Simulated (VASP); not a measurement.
# AlSi16 (a cell with a defect) in VASP: single point with LDA

Aim: the single point of AlSi16 (a cell with a defect) with LDA.

Program: VASP 6.6.1. These are calculated values, not measurements. Logs are shortened: lines on timing, memory, paths and dates and some standing lists are left out, and cuts for length are marked.

## Step 1: The cell of the first run

The cell holds a defect, 17 atoms: a = 7.679 Å, b = 7.679 Å, c = 7.679 Å, α = 60.00°, β = 60.00°, γ = 60.00°.

## Step 2: Single point, LDA, collinear spin, ferromagnetic start

INCAR

```
SYSTEM = AlSi16
PREC = Accurate
ENCUT = 520
EDIFF = 1E-6
ISMEAR = -1
SIGMA = 0.05
LREAL = Auto
LASPH = .TRUE.
NELM = 150
ALGO = Normal
ISIF = 2
LWAVE = .FALSE.
LCHARG = .FALSE.
ISPIN = 2
MAGMOM = 0 0 0 0 0 0 0 0 0 0 0 0 0 0 0 0 1
LORBIT = 11
NBANDS = 52
```

KPOINTS

```
regular mesh
0
G
  2 2 2
  0 0 0
```

POSCAR

```
AlSi16
1.0
    0.0000000000      5.4300000000      5.4300000000
    5.4300000000      0.0000000000      5.4300000000
    5.4300000000      5.4300000000      0.0000000000
Si Al
16 1
Direct
    0.0013223059     -0.0013905495      0.0014685322
    0.1236417531      0.1287669778      0.1238853265
    0.0011909203     -0.0012383970      0.4987751634
    0.1365362724      0.1211232018      0.6210464915
    0.0002388482      0.4998764140     -0.0001937656
    0.1235330823      0.6237125521      0.1237678222
    0.0012788046      0.5014188607      0.4986629010
    0.1236846647      0.6238744021      0.6286908006
    0.4985400556     -0.0014665639      0.0014958829
    0.6204142175      0.1200104996      0.1393123094
    0.4986478338      0.0006975013      0.5011344863
    0.6210658719      0.1207558463      0.6206687937
    0.4984454075      0.5015599807      0.0015661716
    0.6291617497      0.6236333300      0.1236875291
    0.4985774123      0.5014484870      0.4985846854
    0.6205984925      0.6388244676      0.6201189027
    0.7476290077      0.2512189893      0.7520488669
```

Potentials or basis: VASP PAW LDA potentials, release 64 (Si, Al).

The run is started by

```sh
cat potpaw_LDA.64/Si/POTCAR potpaw_LDA.64/Al/POTCAR > POTCAR
mpirun -np 1 vasp_std > vasp.out
```

OUTCAR:

```text
SYSTEM = AlSi16
   PREC = Accurate
   ENCUT = 520
   EDIFF = 1E-6
   ISMEAR = -1
   LREAL = Auto
   LASPH = .TRUE.
   NELM = 150
   ISIF = 2
   ISPIN = 2
   LORBIT = 11

 ion  position               nearest neighbor table
   1  0.001  0.999  0.001-   2 2.35   6 2.35   4 2.39  10 2.39  17 2.73
   2  0.124  0.129  0.124-   5 2.33   3 2.35   1 2.35   9 2.35
   3  0.001  0.999  0.499-   8 2.35   2 2.35   4 2.38  12 2.38  17 2.75
   4  0.137  0.121  0.621-  11 2.27   3 2.38   7 2.39   1 2.39  17 2.44
   5  0.000  0.500  1.000-  14 2.33   6 2.33   2 2.33   8 2.33
   6  0.124  0.624  0.124-   5 2.33   7 2.35   1 2.35  13 2.35
   7  0.001  0.501  0.499-   8 2.35   6 2.35   4 2.39  16 2.39  17 2.74
   8  0.124  0.624  0.629-   5 2.33   3 2.35   7 2.35  15 2.35
   9  0.499  0.999  0.001-   2 2.35  14 2.35  12 2.39  10 2.39  17 2.72
  10  0.620  0.120  0.139-  11 2.27   1 2.39   9 2.39  13 2.39  17 2.43
  11  0.499  0.001  0.501-  10 2.27  16 2.27  12 2.27   4 2.27
  12  0.621  0.121  0.621-  11 2.27   3 2.38  15 2.39   9 2.39  17 2.44
  13  0.498  0.502  0.002-   6 2.35  14 2.35  16 2.39  10 2.39  17 2.71
  14  0.629  0.624  0.124-   5 2.33  15 2.35   9 2.35  13 2.35
  15  0.499  0.501  0.499-   8 2.35  14 2.35  12 2.39  16 2.39  17 2.73
  16  0.621  0.639  0.620-  11 2.27   7 2.39  15 2.39  13 2.39  17 2.43
  17  0.748  0.251  0.752-  10 2.43  16 2.43  12 2.44   4 2.44  13 2.71   9 2.72  15 2.73   1 2.73
                             7 2.74   3 2.75

  LATTYP: Found a face centered cubic cell.
 ALAT       =    10.8600000000

  Lattice vectors:

 A1 = (   0.0000000000,   5.4300000000,   5.4300000000)
 A2 = (   5.4300000000,   0.0000000000,   5.4300000000)
 A3 = (   5.4300000000,   5.4300000000,   0.0000000000)

Analysis of symmetry for initial positions (statically):
=====================================================================
 Subroutine PRICEL returns:
 Original cell was already a primitive cell.

 Routine SETGRP: Setting up the symmetry group for a
 face centered cubic supercell.

 Subroutine GETGRP returns: Found  1 space group operations
 (whereof  1 operations were pure point group operations)
 out of a pool of 48 trial point group operations.

The static configuration has the point symmetry C_1 .

Analysis of symmetry for dynamics (positions and initial velocities):
=====================================================================
 Subroutine PRICEL returns:
 Original cell was already a primitive cell.

 Routine SETGRP: Setting up the symmetry group for a
 face centered cubic supercell.

 Subroutine GETGRP returns: Found  1 space group operations
 (whereof  1 operations were pure point group operations)
 out of a pool of 48 trial point group operations.

The dynamic configuration has the point symmetry C_1 .

Analysis of structural, dynamic, and magnetic symmetry:
=====================================================================
 Subroutine PRICEL returns:
 Original cell was already a primitive cell.

 Routine SETGRP: Setting up the symmetry group for a
 face centered cubic supercell.

 Subroutine GETGRP returns: Found  1 space group operations
 (whereof  1 operations were pure point group operations)
 out of a pool of 48 trial point group operations.

The overall configuration has the point symmetry C_1 .

 Subroutine INISYM returns: Found  1 space group operations
 (whereof  1 operations are pure point group operations),
 and found     1 'primitive' translations

----------------------------------------------------------------------------------------

                                     Primitive cell

  volume of cell :     320.2060

  direct lattice vectors                    reciprocal lattice vectors
     0.000000000  5.430000000  5.430000000    -0.092081031  0.092081031  0.092081031
     5.430000000  0.000000000  5.430000000     0.092081031 -0.092081031  0.092081031
     5.430000000  5.430000000  0.000000000     0.092081031  0.092081031 -0.092081031

  length of vectors
     7.679179644  7.679179644  7.679179644     0.159489025  0.159489025  0.159489025

  position of ions in fractional coordinates (direct lattice)
     0.001322306  0.998609450  0.001468532
     0.123641753  0.128766978  0.123885327
     0.001190920  0.998761603  0.498775163
     0.136536272  0.121123202  0.621046492
     0.000238848  0.499876414  0.999806234
     0.123533082  0.623712552  0.123767822
[... 9 lines left out ...]
     0.620598493  0.638824468  0.620118903
     0.747629008  0.251218989  0.752048867

  ion indices of the primitive-cell ions
   primitive index   ion index
                 1           1
                 2           2
                 3           3
                 4           4
                 5           5
                 6           6
[... 9 lines left out ...]
                16          16
                17          17

----------------------------------------------------------------------------------------

 KPOINTS: regular mesh

Automatic generation of k-mesh.
 Grid dimensions read from file:
 generate k-points for:    2    2    2

 Generating k-lattice:

  Cartesian coordinates                     Fractional coordinates (reciprocal lattice)
    -0.046040516  0.046040516  0.046040516     0.500000000  0.000000000  0.000000000
     0.046040516 -0.046040516  0.046040516     0.000000000  0.500000000  0.000000000
     0.046040516  0.046040516 -0.046040516     0.000000000  0.000000000  0.500000000

  Length of vectors
     0.079744512  0.079744512  0.079744512

  Shift w.r.t. Gamma in fractional coordinates (k-lattice)
     0.000000000  0.000000000  0.000000000

 Subroutine IBZKPT returns following result:
 ===========================================

 Found      8 irreducible k-points:

 Following reciprocal coordinates:
            Coordinates               Weight
  0.000000  0.000000  0.000000      1.000000
  0.500000  0.000000  0.000000      1.000000
  0.000000  0.500000  0.000000      1.000000
  0.000000  0.000000  0.500000      1.000000
  0.500000  0.500000  0.500000      1.000000
  0.500000  0.500000  0.000000      1.000000
  0.000000  0.500000  0.500000      1.000000
  0.500000  0.000000  0.500000      1.000000
   k-points           NKPTS =      8   k-points in BZ     NKDIM =      8   number of bands    NBANDS=     52
   number of dos      NEDOS =    301   number of ions     NIONS =     17
   total plane-waves  NPLWV = 216000
   dimension x,y,z NGX =    60 NGY =   60 NGZ =   60
   dimension x,y,z NGXF=   120 NGYF=  120 NGZF=  120
   ions per type =              16   1
   NGX,Y,Z   is equivalent  to a cutoff of  12.99, 12.99, 12.99 a.u.
   NGXF,Y,Z  is equivalent  to a cutoff of  25.98, 25.98, 25.98 a.u.
 SYSTEM =  AlSi16
   PREC   = accura    normal or accurate (medium, high low for compatibility)
   ISTART =      0    job   : 0-new  1-cont  2-samecut
   ICHARG =      2    charge: 1-file 2-atom 10-const
   ISPIN  =      2    spin polarized calculation?
   LNONCOLLINEAR =      F non collinear calculations
   LSORBIT =      F    spin-orbit coupling
   LASPH  =      T    aspherical Exc in radial PAW
   ENCUT  =  520.0 eV  38.22 Ry    6.18 a.u.  14.28 14.28 14.28*2*pi/ulx,y,z
   NELM   =    150;   NELMIN=  2; NELMDL= -5     # of ELM steps
   EDIFF  = 0.1E-05   stopping-criterion for ELM
   LREAL  =      T    real-space projection
   EDIFFG = 0.1E-04   stopping-criterion for IOM
   NSW    =      0    number of steps for IOM
   IBRION =     -1    ionic relax: 0-MD 1-quasi-New 2-CG
   NFREE  =      0    steps in history (QN), initial steepest desc. (CG)
   ISIF   =      2    stress and relaxation
   ISYM   =      2    0-nonsym 1-usesym 2-fastsym
   POTIM  = 0.5000    time-step for ionic-motion
   TEBEG  =    0.0;   TEEND  =   0.0 temperature during run
   PSTRESS=    0.0 pullay stress
   NELECT =      67.0000    total number of electrons
   NUPDOWN=      -1.0000    fix difference up-down
   EMIN   =  10.00;   EMAX   =-10.00  energy-range for DOS
   EFERMI =   0.00;   METHOD = LEGACY
   ISMEAR =    -1;   SIGMA  =   0.05  broadening in eV -4-tet -1-fermi 0-gaus
   EFERMI_NEDOS =   21; number of points for ismear=-14 and -15
   IALGO  =     38    algorithm
   IMIX   =      4    mixing-type and parameters
     AMIX     =   0.40;   BMIX     =  1.00
     AMIX_MAG =   1.60;   BMIX_MAG =  1.00
  volume/ion in A,a.u.               =      18.84       127.11
  Fermi-wavevector in a.u.,A,eV,Ry     =   0.971904  1.836632 12.852022  0.944597
  Thomas-Fermi vector in A             =   2.102159
   LORBIT       =     11    0 simple, 1 ext, 2 COOP (PROOUT), +10 PAW based schemes
   GGA     = CA    functional components
   LHFCALC =     F    Hartree Fock is set to
   AEXX    =    0.0000 exact exchange contribution
   IVDW    =     0    specifies the selected vdW correction
   LEPSILON=     F    determine dielectric tensor
   LRPA    =     F    only Hartree local field effects (RPA)
 spin polarized calculation
  energy-cutoff  :      520.00
  volume of cell :      320.21
 maximum number of plane-waves:      8646
 NGX is ok and might be reduce to    60
   NGX = 29   NGY = 29   NGZ = 29

 number of electron      67.0000001 magnetization       0.0007377

 number of electron      67.0000001 magnetization      -0.0002028

 Free energy of the ion-electron system (eV)
  ---------------------------------------------------
  ext. energy  EPLUGINS =         0.00000000
  ---------------------------------------------------
  free energy    TOTEN  =       -96.14627601 eV

  energy without entropy =      -96.11793893  energy(sigma->0) =      -96.13210747

 E-fermi :   6.7505     XC(G=0):  -9.8340

 val. band max:        6.7488751356   @ k =   0.0000   0.0000   0.0000
 cond. band min:       6.9643300778   @ k =   0.5000   0.0000   0.5000
 fundamental gap:      0.2154549422
 Fermi energy:         6.7504791204

 spin component 1

 k-point     1 :       0.0000    0.0000    0.0000
  band No.  band energies     occupation
      1      -6.0566      1.00000
      2      -3.6015      1.00000
      3      -3.5844      1.00000
      4      -3.5843      1.00000
      5      -3.5839      1.00000
      6      -2.4577      1.00000
[... 373 lines left out ...]
     44      10.2025      0.00000
     45      10.3608      0.00000
 Fermi energy:         6.7504791204

 spin component 2

 k-point     1 :       0.0000    0.0000    0.0000
  band No.  band energies     occupation
      1      -6.0566      1.00000
      2      -3.6015      1.00000
      3      -3.5844      1.00000
      4      -3.5843      1.00000
      5      -3.5839      1.00000
      6      -2.4577      1.00000
[... 373 lines left out ...]
     44      10.2025      0.00000
     45      10.3607      0.00000
 [bands above 45 left out]

------------------------ aborting loop because EDIFF is reached ----------------------------------------

  FORCE on cell =-STRESS in cart. coord.  units (eV):
  Direction    XX          YY          ZZ          XY          YZ          ZX
  --------------------------------------------------------------------------------------
  -------------------------------------------------------------------------------------
  Total        3.5570183      3.5546430      3.5552803      0.0150800     -0.0450144     -0.0000672
  in kB       17.7978358     17.7859507     17.7891398      0.0754540     -0.2252332     -0.0003362
  external PRESSURE =      17.7909755 kB  Pullay stress =       0.0000000 kB

 VOLUME and BASIS-vectors are now :
 -----------------------------------------------------------------------------
  energy-cutoff  :      520.00
  volume of cell :      320.21
      direct lattice vectors                 reciprocal lattice vectors
     0.000000000  5.430000000  5.430000000    -0.092081031  0.092081031  0.092081031
     5.430000000  0.000000000  5.430000000     0.092081031 -0.092081031  0.092081031
     5.430000000  5.430000000  0.000000000     0.092081031  0.092081031 -0.092081031

 POSITION                                       TOTAL-FORCE (eV/Angst)
 -----------------------------------------------------------------------------------
      5.43042      0.01515      5.42963         0.009110      0.005554     -0.010995
      1.37190      1.34407      1.37058        -0.006201      0.001876      0.000334
      8.13162      2.71482      5.42974        -0.011890     -0.003595     -0.002615
      4.02998      4.11367      1.39909         0.032277     -0.022558     -0.025018
      8.14328      5.43024      2.71563         0.003977     -0.000260     -0.001254
      4.05882      1.34284      4.05754         0.000274      0.006042      0.007500
[... 9 lines left out ...]
      6.83606      6.73710      6.83867        -0.019389      0.031043     -0.037027
      5.44774      8.14325      5.42374        -0.041612      0.002180      0.013439
 -----------------------------------------------------------------------------------
    total drift:                               -0.003125     -0.000786     -0.000670

  FREE ENERGIE OF THE ION-ELECTRON SYSTEM (eV)
  ---------------------------------------------------
  free  energy   TOTEN  =       -96.1462760133 eV

  energy  without entropy=      -96.1179389305  energy(sigma->0) =      -96.13210747

 total charge

# of ion       s       p       d       tot
------------------------------------------
    1        0.750   0.935   0.000   1.686
    2        0.753   0.955   0.000   1.708
    3        0.750   0.936   0.000   1.687
    4        0.764   0.957   0.000   1.722
    5        0.743   0.976   0.000   1.719
    6        0.753   0.955   0.000   1.708
[... 9 lines left out ...]
   16        0.765   0.955   0.000   1.721
   17        0.517   0.342   0.000   0.859
--------------------------------------------------
tot         12.604  15.569   0.000  28.172

 magnetization (x)

# of ion       s       p       d       tot
------------------------------------------
    1        0.000   0.000   0.000   0.000
    2        0.000   0.000   0.000   0.000
    3        0.000   0.000   0.000   0.000
    4       -0.000  -0.000   0.000  -0.000
    5       -0.000  -0.000   0.000  -0.000
    6        0.000   0.000   0.000   0.000
[... 9 lines left out ...]
   16       -0.000  -0.000   0.000  -0.000
   17       -0.000  -0.000   0.000  -0.000
--------------------------------------------------
tot         -0.000   0.000   0.000   0.000
```

It took 4.9 min on 1 thread of AMD EPYC 9R45 (Zen 5), shared host; peak memory 0.45 GiB.

What came out:

```yaml
Free_energy: -96.1463 eV
Pressure: 1.8 GPa
Largest_force: 0.052 eV/Å
Net_moment: 0.00 μB per cell
Valence_electrons_inside_the_program's_atomic_spheres: Si 1.69, 1.71, 1.72, 1.76; Al 0.86
```

Forces in eV/Å, atoms in the order of the input:
```
Si   0.009  0.006 -0.011
Si  -0.006  0.002  0.000
Si  -0.012 -0.004 -0.003
Si   0.032 -0.023 -0.025
Si   0.004  0.000 -0.001
Si   0.000  0.006  0.007
Si   0.006 -0.009  0.007
Si  -0.004  0.000  0.002
Si   0.006  0.009 -0.003
Si  -0.022 -0.035  0.030
Si   0.004  0.000 -0.001
Si   0.039  0.024  0.021
Si  -0.001  0.003 -0.002
Si   0.003 -0.007 -0.006
Si   0.003 -0.004  0.007
Si  -0.019  0.031 -0.037
Al  -0.042  0.002  0.013
```

Caveat: the k points lie up to 0.50 Å⁻¹ apart.
